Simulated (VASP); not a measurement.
Os: relaxation of cell and atoms with r2SCAN

Os:

```
Os
1.0
     1.66279    0.96001    3.08345
    -1.66279    0.96001    3.08345
     0.00000   -1.92003    3.08345
Os
2
Direct
  0.22754 0.22754 0.22754
  0.77246 0.77246 0.77246
```

| Item | Value |
| --- | --- |
| Program | VASP 6.6.1 |
| Task | relaxation of cell and atoms |
| Functional | r2SCAN |
| Potentials or basis | VASP PAW PBE potentials, release 64 (Os) |
| Cutoff | 600 eV |
| k mesh | 6 × 6 × 6 |
| Occupations | gaussian, width 0.1 eV |
| Spin | no spin polarisation |
| Dipole correction | no |
| Further INCAR settings | ALGO = Normal; EDIFF = 1e-07; IBRION = 2; EDIFFG = -0.04; NSW = 90; ISIF = 3 |

- Relaxed volume: 17.36 Å³/atom
- Relaxed cell: a = 3.535 Å, b = 3.535 Å, c = 3.535 Å, α = 65.10°, β = 65.10°, γ = 65.10°
- Space group after relaxing (to 0.05 Å): R-3m (No. 166)
- Energy gained by relaxing: 676.7 meV/atom
- Ionic steps: 14
- Pressure after relaxing: 0.2 GPa
- Largest force after relaxing: 0.026 eV/Å
- Band gap on the k mesh: zero (band 8 reaches 8.32 eV, above the bottom of band 9 at 6.14 eV)

Forces in eV/Å, atoms in the order of the input:
```
Os   0.000  0.000  0.026
Os   0.000  0.000 -0.026
```

Stress tensor (GPa, compression positive):
```
 0.27  0.00  0.00
 0.00  0.27  0.00
 0.00  0.00 -0.03
```

Step by step:
| step | energy change (eV) | largest force (eV/Å) | pressure (GPa) | volume (Å³) |
| --- | --- | --- | --- | --- |
| 1 | 0.0000 | 3.4983 | 71.11 | 29.53 |
| 2 | 6.9507 | 0.9247 | -35.25 | 67.16 |
| 3 | 1.1821 | 2.4235 | -42.55 | 45.64 |
| 4 | -0.7661 | 1.7996 | -22.61 | 37.54 |
| 5 | -1.0249 | 0.1297 | 9.87 | 33.24 |
| 6 | -1.0543 | 0.7147 | -1.17 | 34.37 |
| 7 | -1.0553 | 0.6398 | 0.26 | 34.21 |
| 8 | -1.1288 | 0.4931 | -0.06 | 34.53 |
| 9 | -1.2255 | 0.8707 | -0.85 | 34.94 |
| 10 | -1.3409 | 0.1917 | -5.32 | 35.52 |
| 11 | -1.2903 | 1.1672 | 10.95 | 33.59 |
| 12 | -1.3503 | 0.2201 | -1.43 | 35.00 |
| 13 | -1.3533 | 0.0172 | 0.53 | 34.65 |
| 14 | -1.3535 | 0.0257 | 0.17 | 34.72 |

Final structure:
```
CELL_PARAMETERS angstrom
1.90198 1.09811 2.77022
-1.90198 1.09811 2.77022
0.00000 -2.19622 2.77022
ATOMIC_POSITIONS crystal
Os 0.21829 0.21829 0.21829
Os 0.78171 0.78171 0.78171
```

Levels at points of the mesh, in eV from the Fermi level:
| k point | band 5 | band 6 | band 7 | band 8 | band 9 | band 10 | band 11 | band 12 |
| --- | --- | --- | --- | --- | --- | --- | --- | --- |
| (0.00, 0.00, 0.00) | -5.22 | -3.18 | -0.73 | 1.74 | 1.74 | 2.79 | 2.79 | 9.51 |
| (0.50, 0.00, 0.00) | -3.82 | -3.42 | -1.95 | -1.20 | 0.68 | 1.20 | 1.75 | 1.88 |
| (0.50, 0.50, 0.00) | -1.19 | -0.98 | -0.86 | -0.41 | 0.23 | 0.52 | 3.52 | 5.76 |
| (0.50, 0.50, 0.50) | -3.43 | -3.43 | -1.42 | -1.42 | -0.24 | 1.59 | 1.59 | 2.37 |

Run time: 19 min on 1 thread of AMD EPYC 7R43 64-Core Processor (Zen 3) (shared host), peak memory 0.18 GiB.

Caveat: the k points lie up to 0.34 Å⁻¹ apart in the final cell; the volume moved by over 15 % at a fixed basis, so the end points are rough; the PAW data sets were made with another functional, which shifts forces and pressure a little; spin-orbit coupling is left out, which moves the levels of the heavy elements.
